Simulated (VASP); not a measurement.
Wanted: the native input for a VASP 6.6.1 run.

```
Task                   : single point
Functional             : PBE
Potentials or basis    : VASP PAW PBE potentials, release 64 (Tb)
Cutoff                 : 600 eV
k mesh                 : 8 × 8 × 8
Occupations            : gaussian, width 0.05 eV
Spin                   : collinear spin, ferromagnetic start
Starting moments       : [7.15] μB
Hubbard terms          : Tb f U = 6.0 eV
Dipole correction      : no
Further INCAR settings : ALGO = Normal; EDIFF = 1e-06; NBANDS = 20
```

The structure of Tb lies in POSCAR:

```
Tb
1.0
    0.0000000000      2.5993571384      2.5993571384
    2.5993571384      0.0000000000      2.5993571384
    2.5993571384      2.5993571384      0.0000000000
Tb
1
Direct
    0.0000000000      0.0000000000      0.0000000000
```

This isn't the form of Tb at room conditions, which is hcp.

These files were run (other wordings do the same):

INCAR

```
  PREC = Accurate
  ENCUT = 600
  EDIFF = 1E-6
  ISMEAR = 0
  SIGMA = 0.05
  LREAL = F
  LASPH = T
  NELM = 200
  ALGO = Normal
  ISIF = 2
  LWAVE = F
  LCHARG = T
  ISPIN = 2
  MAGMOM = 7.15
  LORBIT = 11
  LMAXMIX = 6
  LDAU = T
  LDAUTYPE = 2
  LDAUL = 3
  LDAUU = 6
  LDAUJ = 0
  LDAUPRINT = 1
  GGA = PE
  LELF = T
  LVHAR = T
  NBANDS = 20
  GGA_COMPAT = F
```

KPOINTS

```
Automatic mesh
0
Gamma
  8 8 8
```

Potentials or basis: VASP PAW PBE potentials, release 64 (Tb).

The run is started by

```bash
$ cat potpaw_PBE.64/Tb/POTCAR > POTCAR
$ mpirun -np 1 vasp_std > vasp.out
```

Results of the run:

The pressure is -1.8 GPa and the net moment is 6.80 μB per cell. The site moments are Tb +6.16 μB. The valence electrons inside the program's atomic spheres are Tb 16.17.

Caveat: the magnetic or orbital state may not be the lowest.

Wall time 6.4 min on 1 thread of AMD EPYC 7R43 64-Core Processor (Zen 3) (shared host), peak memory 0.19 GiB.
